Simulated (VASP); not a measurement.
TaN, 2 atoms in the cell. The structure is hexagonal, space group P-6m2 (No. 187). Conventional cell: a = 2.938 Å, b = 2.938 Å, c = 2.883 Å, α = 90.00°, β = 90.00°, γ = 120.00°. Within 2.9 Å of Ta (site symmetry -6m2) lie 6 N at 2.23 Å and 2 Ta at 2.88 Å. Within 2.9 Å of N (site symmetry -6m2) lie 6 Ta at 2.23 Å and 2 N at 2.88 Å. 

* Program: VASP 6.6.1
* Task: relaxation of cell and atoms
* Functional: LDA
* Potentials or basis: VASP PAW LDA potentials, release 64 (Ta_pv, N)
* Cutoff: 600 eV
* k mesh: 5 × 5 × 5
* Occupations: methfessel-paxton, width 0.02 eV
* Spin: no spin polarisation
* Dipole correction: no
* Further INCAR settings: ALGO = Normal; EDIFF = 1e-07; IBRION = 2; EDIFFG = -0.05; NSW = 80; ISIF = 3

Potentials or basis: VASP PAW LDA potentials, release 64 (Ta_pv, N).

Launch:

```bash
$ cat potpaw_LDA.64/Ta_pv/POTCAR potpaw_LDA.64/N/POTCAR > POTCAR
$ mpirun -np 1 vasp_std > vasp.out
```

Hardware: 1 thread of Intel(R) Xeon(R) Platinum 8259CL CPU @ 2.50GHz (Skylake/Cascade Lake), with other jobs on the host.

Q: Estimate the wall time of this run.

A: It took 12 s on 1 thread of Intel(R) Xeon(R) Platinum 8259CL CPU @ 2.50GHz (Skylake/Cascade Lake), on a shared host, peak memory 0.14 GiB. Counts: scf iterations 31, k points 15, ion steps 3.
